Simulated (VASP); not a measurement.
# MnO2 (Pmmn) in VASP: single point with PBEsol

Aim: the single point of MnO2 with PBEsol.

Everything below comes from runs of VASP 6.6.1. Logs are shortened: lines on timing, memory, paths and dates and some standing lists are left out, and cuts for length are marked.

## (1) The cell of the first run

It takes space group Pmmn (No. 59, orthorhombic). Conventional cell: a = 2.904 Å, b = 3.845 Å, c = 6.164 Å, α = 90.00°, β = 90.00°, γ = 90.00°. Mn (site symmetry mm2) has 6 O at 1.83 to 2.05 Å within 2.4 Å. Within 2.4 Å of O (site symmetry mm2) lie 2 Mn at 1.83 Å. Within 2.6 Å of O (site symmetry mm2) lie 4 Mn at 1.98 to 2.05 Å and 5 O at 2.56 to 2.59 Å.

## (2) Single point, PBEsol, collinear spin, zero start

The input, INCAR:

```
  PREC = Accurate
  ENCUT = 700
  EDIFF = 1E-6
  ISMEAR = -1
  SIGMA = 0.05
  LREAL = False
  LASPH = True
  NELM = 200
  ALGO = Normal
  ISIF = 2
  LWAVE = False
  LCHARG = False
  ISPIN = 2
  MAGMOM = 0 0 0 0 0 0
  LORBIT = 11
  NUPDOWN = 0.0
  LMAXMIX = 4
  GGA = PS
  NBANDS = 40
  GGA_COMPAT = False
```

The input, KPOINTS:

```
Automatic mesh
0
Gamma
  8 6 4
```

The input, POSCAR:

```
MnO2
1.0
    2.9041580000      0.0000000000      0.0000000000
    0.0000000000      3.8448100000      0.0000000000
    0.0000000000      0.0000000000      6.1642640000
Mn O
2 4
Direct
    0.5000000000      0.5000000000      0.3433015000
    0.0000000000      0.0000000000      0.6566985000
    0.5000000000      0.0000000000      0.8375675000
    0.0000000000      0.5000000000      0.1624325000
    0.5000000000      0.0000000000      0.4217995000
    0.0000000000      0.5000000000      0.5782005000
```

Potentials or basis: VASP PAW PBE potentials, release 64 (Mn_sv, O).

The run is started by

```
$ cat potpaw_PBE.64/Mn_sv/POTCAR potpaw_PBE.64/O/POTCAR > POTCAR
$ mpirun -np 1 vasp_std > vasp.out
```

OUTCAR:

```text
PREC = Accurate
   ENCUT = 700
   EDIFF = 1E-6
   ISMEAR = -1
   LREAL = False
   LASPH = True
   NELM = 200
   ISIF = 2
   ISPIN = 2
   LORBIT = 11
   NUPDOWN = 0.0
   GGA = PS

 ion  position               nearest neighbor table
   1  0.500  0.500  0.343-   4 1.83   4 1.83   5 1.98   5 1.98   6 2.05   6 2.05
   2  0.000  0.000  0.657-   3 1.83   3 1.83   6 1.98   6 1.98   5 2.05   5 2.05
   3  0.500  0.000  0.838-   2 1.83   2 1.83
   4  0.000  0.500  0.162-   1 1.83   1 1.83
   5  0.500  0.000  0.422-   1 1.98   1 1.98   2 2.05   2 2.05
   6  0.000  0.500  0.578-   2 1.98   2 1.98   1 2.05   1 2.05

  LATTYP: Found a simple orthorhombic cell.
 ALAT       =     2.9041580000
 B/A-ratio  =     1.3238983554
 C/A-ratio  =     2.1225649569

  Lattice vectors:

 A1 = (   2.9041580000,   0.0000000000,   0.0000000000)
 A2 = (   0.0000000000,   3.8448100000,   0.0000000000)
 A3 = (   0.0000000000,   0.0000000000,   6.1642640000)

Analysis of symmetry for initial positions (statically):
=====================================================================
 Subroutine PRICEL returns:
 Original cell was already a primitive cell.

 Routine SETGRP: Setting up the symmetry group for a
 simple orthorhombic supercell.

 Subroutine GETGRP returns: Found  8 space group operations
 (whereof  4 operations were pure point group operations)
 out of a pool of  8 trial point group operations.

The static configuration has the point symmetry C_2v.
 The point group associated with its full space group is D_2h.

Analysis of symmetry for dynamics (positions and initial velocities):
=====================================================================
 Subroutine PRICEL returns:
 Original cell was already a primitive cell.

 Routine SETGRP: Setting up the symmetry group for a
 simple orthorhombic supercell.

 Subroutine GETGRP returns: Found  8 space group operations
 (whereof  4 operations were pure point group operations)
 out of a pool of  8 trial point group operations.

The dynamic configuration has the point symmetry C_2v.
 The point group associated with its full space group is D_2h.

Analysis of structural, dynamic, and magnetic symmetry:
=====================================================================
 Subroutine PRICEL returns:
 Original cell was already a primitive cell.

 Routine SETGRP: Setting up the symmetry group for a
 simple orthorhombic supercell.

 Subroutine GETGRP returns: Found  8 space group operations
 (whereof  4 operations were pure point group operations)
 out of a pool of  8 trial point group operations.

The overall configuration has the point symmetry C_2v.
 The point group associated with its full space group is D_2h.

 Subroutine INISYM returns: Found  8 space group operations
 (whereof  4 operations are pure point group operations),
 and found     1 'primitive' translations

----------------------------------------------------------------------------------------

                                     Primitive cell

  volume of cell :      68.8298

  direct lattice vectors                    reciprocal lattice vectors
     2.904158000  0.000000000  0.000000000     0.344333883  0.000000000  0.000000000
     0.000000000  3.844810000  0.000000000     0.000000000  0.260090876  0.000000000
     0.000000000  0.000000000  6.164264000     0.000000000  0.000000000  0.162225369

  length of vectors
     2.904158000  3.844810000  6.164264000     0.344333883  0.260090876  0.162225369

  position of ions in fractional coordinates (direct lattice)
     0.500000000  0.500000000  0.343301500
     0.000000000  0.000000000  0.656698500
     0.500000000  0.000000000  0.837567500
     0.000000000  0.500000000  0.162432500
     0.500000000  0.000000000  0.421799500
     0.000000000  0.500000000  0.578200500

  ion indices of the primitive-cell ions
   primitive index   ion index
                 1           1
                 2           2
                 3           3
                 4           4
                 5           5
                 6           6

----------------------------------------------------------------------------------------

 KPOINTS: Automatic mesh

Automatic generation of k-mesh.
 Grid dimensions read from file:
 generate k-points for:    8    6    4

[... 46 lines left out ...]
   number of dos      NEDOS =    301   number of ions     NIONS =      6
   total plane-waves  NPLWV =  54432
   dimension x,y,z NGX =    28 NGY =   36 NGZ =   54
   dimension x,y,z NGXF=    56 NGYF=   72 NGZF=  108
   ions per type =               2   4
   NGX,Y,Z   is equivalent  to a cutoff of  16.03, 15.57, 14.56 a.u.
   NGXF,Y,Z  is equivalent  to a cutoff of  32.06, 31.13, 29.13 a.u.
 SYSTEM =  unknown system
   PREC   = accura    normal or accurate (medium, high low for compatibility)
   ISTART =      0    job   : 0-new  1-cont  2-samecut
   ICHARG =      2    charge: 1-file 2-atom 10-const
   ISPIN  =      2    spin polarized calculation?
   LNONCOLLINEAR =      F non collinear calculations
   LSORBIT =      F    spin-orbit coupling
   LASPH  =      T    aspherical Exc in radial PAW
   ENCUT  =  700.0 eV  51.45 Ry    7.17 a.u.   6.27  8.29 13.30*2*pi/ulx,y,z
   NELM   =    200;   NELMIN=  2; NELMDL= -5     # of ELM steps
   EDIFF  = 0.1E-05   stopping-criterion for ELM
   LREAL  =      F    real-space projection
   EDIFFG = 0.1E-04   stopping-criterion for IOM
   NSW    =      0    number of steps for IOM
   IBRION =     -1    ionic relax: 0-MD 1-quasi-New 2-CG
   NFREE  =      0    steps in history (QN), initial steepest desc. (CG)
   ISIF   =      2    stress and relaxation
   ISYM   =      2    0-nonsym 1-usesym 2-fastsym
   POTIM  = 0.5000    time-step for ionic-motion
   TEBEG  =    0.0;   TEEND  =   0.0 temperature during run
   PSTRESS=    0.0 pullay stress
   NELECT =      54.0000    total number of electrons
   NUPDOWN=       0.0000    fix difference up-down
   EMIN   =  10.00;   EMAX   =-10.00  energy-range for DOS
   EFERMI =   0.00;   METHOD = LEGACY
   ISMEAR =    -1;   SIGMA  =   0.05  broadening in eV -4-tet -1-fermi 0-gaus
   EFERMI_NEDOS =   21; number of points for ismear=-14 and -15
   IALGO  =     38    algorithm
   IMIX   =      4    mixing-type and parameters
     AMIX     =   0.40;   BMIX     =  1.00
     AMIX_MAG =   1.60;   BMIX_MAG =  1.00
  volume/ion in A,a.u.               =      11.47        77.41
  Fermi-wavevector in a.u.,A,eV,Ry     =   1.509897  2.853291 31.018409  2.279789
  Thomas-Fermi vector in A             =   2.620158
   LORBIT       =     11    0 simple, 1 ext, 2 COOP (PROOUT), +10 PAW based schemes
   GGA     = PS    functional components
   LHFCALC =     F    Hartree Fock is set to
   AEXX    =    0.0000 exact exchange contribution
   IVDW    =     0    specifies the selected vdW correction
   LEPSILON=     F    determine dielectric tensor
   LRPA    =     F    only Hartree local field effects (RPA)
 spin polarized calculation
  energy-cutoff  :      700.00
  volume of cell :       68.83
 maximum number of plane-waves:      2924
 NGX is ok and might be reduce to    28
   NGX = 13   NGY = 17   NGZ = 27

 number of electron      53.9999989 magnetization       0.0000000

 number of electron      53.9999989 magnetization      -0.0000000

 Free energy of the ion-electron system (eV)
  ---------------------------------------------------
  ext. energy  EPLUGINS =         0.00000000
  ---------------------------------------------------
  free energy    TOTEN  =       -48.14580192 eV

  energy without entropy =      -48.06148092  energy(sigma->0) =      -48.10364142

 E-fermi :   4.2729     XC(G=0): -10.8662

 val. band max:        4.2726319458   @ k =   0.1250   0.1667   0.0000
 cond. band min:       4.2736778123   @ k =   0.3750   0.0000   0.5000
 fundamental gap:      0.0010458665
 Fermi energy:         4.2728567067

 spin component 1

 k-point     1 :       0.0000    0.0000    0.0000
  band No.  band energies     occupation
      1     -75.5082      1.00000
      2     -75.5016      1.00000
      3     -44.4018      1.00000
      4     -44.3877      1.00000
      5     -44.3525      1.00000
      6     -44.3173      1.00000
[... 997 lines left out ...]
     38      16.9060      0.00000
     39      17.7212      0.00000

 [... further k-points ...]

 spin component 2

 k-point     1 :       0.0000    0.0000    0.0000
  band No.  band energies     occupation
      1     -75.5082      1.00000
      2     -75.5016      1.00000
      3     -44.4018      1.00000
      4     -44.3877      1.00000
      5     -44.3525      1.00000
      6     -44.3173      1.00000
[... 997 lines left out ...]
     38      16.9060      0.00000
     39      17.7212      0.00000

 [... further k-points ...]

 [bands above 39 left out]

------------------------ aborting loop because EDIFF is reached ----------------------------------------

  FORCE on cell =-STRESS in cart. coord.  units (eV):
  Direction    XX          YY          ZZ          XY          YZ          ZX
  --------------------------------------------------------------------------------------
  -------------------------------------------------------------------------------------
  Total      -12.3415329     -7.6604522     -9.7789060      0.0000000      0.0000000      0.0000000
  in kB     -287.2786384   -178.3153121   -227.6273814      0.0000000      0.0000000      0.0000000
  external PRESSURE =    -231.0737773 kB  Pullay stress =       0.0000000 kB

 VOLUME and BASIS-vectors are now :
 -----------------------------------------------------------------------------
  energy-cutoff  :      700.00
  volume of cell :       68.83
      direct lattice vectors                 reciprocal lattice vectors
     2.904158000  0.000000000  0.000000000     0.344333883  0.000000000  0.000000000
     0.000000000  3.844810000  0.000000000     0.000000000  0.260090876  0.000000000
     0.000000000  0.000000000  6.164264000     0.000000000  0.000000000  0.162225369

 POSITION                                       TOTAL-FORCE (eV/Angst)
 -----------------------------------------------------------------------------------
      1.45208      1.92240      2.11620         0.000000      0.000000     -2.258804
      0.00000      0.00000      4.04806         0.000000      0.000000      2.258804
      1.45208      0.00000      5.16299         0.000000      0.000000     -3.257400
      0.00000      1.92240      1.00128         0.000000      0.000000      3.257400
      1.45208      0.00000      2.60008         0.000000      0.000000      0.480109
      0.00000      1.92240      3.56418         0.000000      0.000000     -0.480109
 -----------------------------------------------------------------------------------
    total drift:                                0.000000      0.000000      0.000000

  FREE ENERGIE OF THE ION-ELECTRON SYSTEM (eV)
  ---------------------------------------------------
  free  energy   TOTEN  =       -48.1458019185 eV

  energy  without entropy=      -48.0614809192  energy(sigma->0) =      -48.10364142

 total charge

# of ion       s       p       d       tot
------------------------------------------
    1        2.185   6.079   4.538  12.802
    2        2.185   6.079   4.538  12.802
    3        1.584   3.280   0.000   4.865
    4        1.584   3.280   0.000   4.865
    5        1.556   3.397   0.000   4.953
    6        1.556   3.397   0.000   4.953
--------------------------------------------------
tot         10.651  25.511   9.077  45.239

 magnetization (x)

# of ion       s       p       d       tot
------------------------------------------
    1       -0.000   0.000   0.000   0.000
    2       -0.000   0.000   0.000   0.000
    3       -0.000   0.000   0.000   0.000
    4       -0.000   0.000   0.000   0.000
    5        0.000  -0.000   0.000  -0.000
    6        0.000  -0.000   0.000  -0.000
--------------------------------------------------
tot         -0.000   0.000   0.000   0.000
```

It took 15 min on 1 thread of AMD EPYC 7R43 (Zen 3), shared host; peak memory 0.47 GiB.

What came out:

| Property | Result |
| --- | --- |
| Free energy | -48.1458 eV |
| Pressure | -23.1 GPa |
| Largest force | 3.257 eV/Å |
| Net moment | 0.00 μB per cell |
| Valence electrons inside the program's atomic spheres | Mn 12.80; O 4.87, 4.95 (each value once) |

Forces in eV/Å, atoms in the order of the input:
```
Mn   0.000  0.000 -2.259
Mn   0.000  0.000  2.259
O    0.000  0.000 -3.257
O    0.000  0.000  3.257
O    0.000  0.000  0.480
O    0.000  0.000 -0.480
```

Stress tensor (GPa, compression positive):
```
-28.73   0.00   0.00
  0.00 -17.83   0.00
  0.00   0.00 -22.76
```

Caveat: the stress differs along the axes, from -29 to -18 GPa; the PAW data sets were made with another functional, which shifts forces and pressure a little; the total moment is fixed, so each spin has its own Fermi level.
